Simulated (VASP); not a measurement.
# GdO (F-43m) in VASP: a series of runs, part 2 of 2

VASP 6.6.1. The steps go on from the part before.

### Step 3. Single point, r2SCAN50, collinear spin, ferromagnetic start

Input file POSCAR:

```
GdO
1.0
    0.0000000000      2.7000000000      2.7000000000
    2.7000000000      0.0000000000      2.7000000000
    2.7000000000      2.7000000000      0.0000000000
Gd O
1 1
Direct
    0.0000000000      0.0000000000      0.0000000000
    0.2500000000      0.2500000000      0.2500000000
```

Input file INCAR.step1:

```
PREC = Accurate ; ENCUT = 520
EDIFF = 1E-5 ; ISMEAR = -1
SIGMA = 0.05 ; LREAL = False
LASPH = True ; NELM = 150
ALGO = Normal ; ISIF = 2
LWAVE = True ; LCHARG = False
ISPIN = 2 ; MAGMOM = 7 0
LORBIT = 11 ; LMAXMIX = 6
GGA = PE ; NBANDS = 23
KPAR = 4
```

Input file INCAR.step2:

```
PREC = Accurate ; ENCUT = 520
EDIFF = 1E-6 ; ISMEAR = -1
SIGMA = 0.05 ; LREAL = False
LASPH = True ; NELM = 150
ALGO = Normal ; ISIF = 2
LWAVE = False ; LCHARG = False
ISPIN = 2 ; MAGMOM = 7 0
LORBIT = 11 ; LMAXMIX = 6
METAGGA = R2SCAN ; LHFCALC = True
AEXX = 0.5 ; LMIXTAU = True
PRECFOCK = Normal ; ISTART = 1
NBANDS = 23 ; KPAR = 4
```

Input file KPOINTS:

```
regular mesh
0
Gamma
  5 5 5
```

Potentials or basis: VASP PAW PBE potentials, release 64 (Gd, O).

Launch:

```sh
$ cat potpaw_PBE.64/Gd/POTCAR potpaw_PBE.64/O/POTCAR > POTCAR
$ cp INCAR.step1 INCAR
$ mpirun -np 4 vasp_std > vasp.out
$ cp INCAR.step2 INCAR
$ mpirun -np 4 vasp_std > vasp.out
```

OUTCAR:

```text
PREC = Accurate
   ENCUT = 520
   EDIFF = 1E-6
   ISMEAR = -1
   LREAL = False
   LASPH = True
   NELM = 150
   ISIF = 2
   ISPIN = 2
   LORBIT = 11
   METAGGA = R2SCAN
   LHFCALC = True
   AEXX = 0.5
   PRECFOCK = Normal
   ISTART = 1

 ion  position               nearest neighbor table
   1  0.000  0.000  0.000-   2 2.34   2 2.34   2 2.34   2 2.34
   2  0.250  0.250  0.250-   1 2.34   1 2.34   1 2.34   1 2.34

  LATTYP: Found a face centered cubic cell.
 ALAT       =     5.4000000000

  Lattice vectors:

 A1 = (   0.0000000000,   2.7000000000,   2.7000000000)
 A2 = (   2.7000000000,   0.0000000000,   2.7000000000)
 A3 = (   2.7000000000,   2.7000000000,   0.0000000000)

Analysis of symmetry for initial positions (statically):
=====================================================================
 Subroutine PRICEL returns:
 Original cell was already a primitive cell.

 Routine SETGRP: Setting up the symmetry group for a
 face centered cubic supercell.

 Subroutine GETGRP returns: Found 24 space group operations
 (whereof 24 operations were pure point group operations)
 out of a pool of 48 trial point group operations.

The static configuration has the point symmetry T_d .

Analysis of symmetry for dynamics (positions and initial velocities):
=====================================================================
 Subroutine PRICEL returns:
 Original cell was already a primitive cell.

 Routine SETGRP: Setting up the symmetry group for a
 face centered cubic supercell.

 Subroutine GETGRP returns: Found 24 space group operations
 (whereof 24 operations were pure point group operations)
 out of a pool of 48 trial point group operations.

The dynamic configuration has the point symmetry T_d .

Analysis of structural, dynamic, and magnetic symmetry:
=====================================================================
 Subroutine PRICEL returns:
 Original cell was already a primitive cell.

 Routine SETGRP: Setting up the symmetry group for a
 face centered cubic supercell.

 Subroutine GETGRP returns: Found 24 space group operations
 (whereof 24 operations were pure point group operations)
 out of a pool of 48 trial point group operations.

The overall configuration has the point symmetry T_d .

 Subroutine INISYM returns: Found 24 space group operations
 (whereof 24 operations are pure point group operations),
 and found     1 'primitive' translations

----------------------------------------------------------------------------------------

                                     Primitive cell

  volume of cell :      39.3660

  direct lattice vectors                    reciprocal lattice vectors
     0.000000000  2.700000000  2.700000000    -0.185185185  0.185185185  0.185185185
     2.700000000  0.000000000  2.700000000     0.185185185 -0.185185185  0.185185185
[... 63 lines left out ...]
   ICHARG =      0    charge: 1-file 2-atom 10-const
   ISPIN  =      2    spin polarized calculation?
   LNONCOLLINEAR =      F non collinear calculations
   LSORBIT =      F    spin-orbit coupling
   LASPH  =      T    aspherical Exc in radial PAW
   ENCUT  =  520.0 eV  38.22 Ry    6.18 a.u.   7.10  7.10  7.10*2*pi/ulx,y,z
   NELM   =    150;   NELMIN=  2; NELMDL=  0     # of ELM steps
   EDIFF  = 0.1E-05   stopping-criterion for ELM
   LREAL  =      F    real-space projection
   EDIFFG = 0.1E-04   stopping-criterion for IOM
   NSW    =      0    number of steps for IOM
   IBRION =     -1    ionic relax: 0-MD 1-quasi-New 2-CG
   NFREE  =      0    steps in history (QN), initial steepest desc. (CG)
   ISIF   =      2    stress and relaxation
   ISYM   =      3    0-nonsym 1-usesym 2-fastsym
   POTIM  = 0.5000    time-step for ionic-motion
   TEBEG  =    0.0;   TEEND  =   0.0 temperature during run
   PSTRESS=    0.0 pullay stress
   NELECT =      24.0000    total number of electrons
   NUPDOWN=      -1.0000    fix difference up-down
   EMIN   =  10.00;   EMAX   =-10.00  energy-range for DOS
   EFERMI =   0.00;   METHOD = LEGACY
   ISMEAR =    -1;   SIGMA  =   0.05  broadening in eV -4-tet -1-fermi 0-gaus
   EFERMI_NEDOS =   21; number of points for ismear=-14 and -15
   IALGO  =     38    algorithm
   IMIX   =      1    mixing-type and parameters
     AMIX     =   0.40;   BMIX     =  1.00
     AMIX_MAG =   1.60;   BMIX_MAG =  1.00
  volume/ion in A,a.u.               =      19.68       132.83
  Fermi-wavevector in a.u.,A,eV,Ry     =   1.388156  2.623234 26.218100  1.926976
  Thomas-Fermi vector in A             =   2.512309
   LORBIT       =     11    0 simple, 1 ext, 2 COOP (PROOUT), +10 PAW based schemes
   METAGGA = R2SCAN    functional components
   LHFCALC =     T    Hartree Fock is set to
   PRECFOCK=normal    Normal, Fast or Accurate (Low or Medium for compatibility)
   ENCUT4O =  -1.0   cutoff for four orbital integrals eV
   NKREDX  =     1    reduce k-point grid by
   NKREDY  =     1    reduce k-point grid by
   NKREDZ  =     1    reduce k-point grid by
   AEXX    =    0.5000 exact exchange contribution
   HFSCREEN=    0.0000 screening length (either q_TF or 0.3 A-1)
   HFSCREENC=   0.0000 screening length for correlation (either q_TF or 0.3 A-1)
   ENCUTFOCK=  -1.0 apply spherical cutoff to Coloumb kernel
   IVDW    =     0    specifies the selected vdW correction
   LEPSILON=     F    determine dielectric tensor
   LRPA    =     F    only Hartree local field effects (RPA)
 spin polarized calculation
  energy-cutoff  :      520.00
  volume of cell :       39.37
 maximum number of plane-waves:      1073
  NGX = 24; NGY = 24; NGZ = 24

 number of electron      23.9999989 magnetization       8.0002386

 Free energy of the ion-electron system (eV)
  ---------------------------------------------------
  ext. energy  EPLUGINS =         0.00000000
  ---------------------------------------------------
  free energy    TOTEN  =       -71.38111308 eV

  energy without entropy =      -71.38111308  energy(sigma->0) =      -71.38111308

 E-fermi :   3.5471     XC(G=0):  -6.0170

 val. band max:        2.5271378066   @ k =   0.4000   0.0000   0.0000
 cond. band min:       4.4653841856   @ k =   0.0000   0.0000   0.0000
 fundamental gap:      1.9382463790
 Fermi energy:         3.5470594686

 spin component 1

 k-point     1 :       0.0000    0.0000    0.0000
  band No.  band energies     occupation
      1     -49.6433      1.00000
      2     -24.0063      1.00000
      3     -24.0063      1.00000
      4     -24.0063      1.00000
      5     -21.6935      1.00000
      6      -8.6689      1.00000
[... 249 lines left out ...]
     22      15.0349      0.00000
     23      16.4586      0.00000
 Fermi energy:         3.5470594686

 spin component 2

 k-point     1 :       0.0000    0.0000    0.0000
  band No.  band energies     occupation
      1     -45.6236      1.00000
      2     -21.4086      1.00000
      3     -20.9850      1.00000
      4     -20.9850      1.00000
      5     -20.9850      1.00000
      6      -4.5359      1.00000
[... 249 lines left out ...]
     22      16.6456      0.00000
     23      18.0605      0.00000

------------------------ aborting loop because EDIFF is reached ----------------------------------------

  FORCE on cell =-STRESS in cart. coord.  units (eV):
  Direction    XX          YY          ZZ          XY          YZ          ZX
  --------------------------------------------------------------------------------------
  -------------------------------------------------------------------------------------
  Total       -0.8125435     -0.8125435     -0.8125435      0.0000000     -0.0000000      0.0000000
  in kB      -33.0701296    -33.0701296    -33.0701296      0.0000000     -0.0000000      0.0000000
  external PRESSURE =     -33.0701296 kB  Pullay stress =       0.0000000 kB

 VOLUME and BASIS-vectors are now :
 -----------------------------------------------------------------------------
  energy-cutoff  :      520.00
  volume of cell :       39.37
      direct lattice vectors                 reciprocal lattice vectors
     0.000000000  2.700000000  2.700000000    -0.185185185  0.185185185  0.185185185
     2.700000000  0.000000000  2.700000000     0.185185185 -0.185185185  0.185185185
     2.700000000  2.700000000  0.000000000     0.185185185  0.185185185 -0.185185185

 POSITION                                       TOTAL-FORCE (eV/Angst)
 -----------------------------------------------------------------------------------
      0.00000      0.00000      0.00000         0.000000      0.000000      0.000000
      1.35000      1.35000      1.35000        -0.000000     -0.000000      0.000000
 -----------------------------------------------------------------------------------
    total drift:                                0.000002      0.000004      0.000002

  FREE ENERGIE OF THE ION-ELECTRON SYSTEM (eV)
  ---------------------------------------------------
  free  energy   TOTEN  =       -71.3811130775 eV

  energy  without entropy=      -71.3811130773  energy(sigma->0) =      -71.38111308

 total charge

# of ion       s       p       d       f       tot
--------------------------------------------------
    1        2.031   5.701   0.413   6.985  15.129
    2        1.574   3.519   0.000   0.000   5.093
--------------------------------------------------
tot          3.605   9.220   0.413   6.985  20.222

 magnetization (x)

# of ion       s       p       d       f       tot
--------------------------------------------------
    1        0.004  -0.053   0.164   6.937   7.052
    2        0.009   0.038   0.000   0.000   0.046
--------------------------------------------------
tot          0.012  -0.015   0.164   6.937   7.098
```

Wall time 34 min (4 MPI ranks of Intel Xeon Platinum 8259CL at 2.50GHz (Skylake/Cascade Lake), shared host); peak memory 0.21 GiB.

Results:

- Free energy: -71.3811 eV
- Pressure: -3.3 GPa
- Band gap on the k mesh: 1.94 eV (least direct gap 4.24 eV)
- Net moment: 8.00 μB per cell
- Site moments: Gd +7.05; O +0.05 μB
- Valence electrons inside the program's atomic spheres: Gd 15.13; O 5.09

Caveat: the cell stands under tension; the PAW data sets were made with another functional, which shifts forces and pressure a little; spin-orbit coupling is left out, which moves the levels of the heavy elements; an odd mesh through Γ misses points on the zone boundary, where band edges can lie; a cell with one magnetic atom can't hold antiferromagnetic order, which such compounds often take. The state reached can hang on the start; a lower one may exist.

The gap in the log of VASP goes by the Fermi energy; the results here count the filled bands.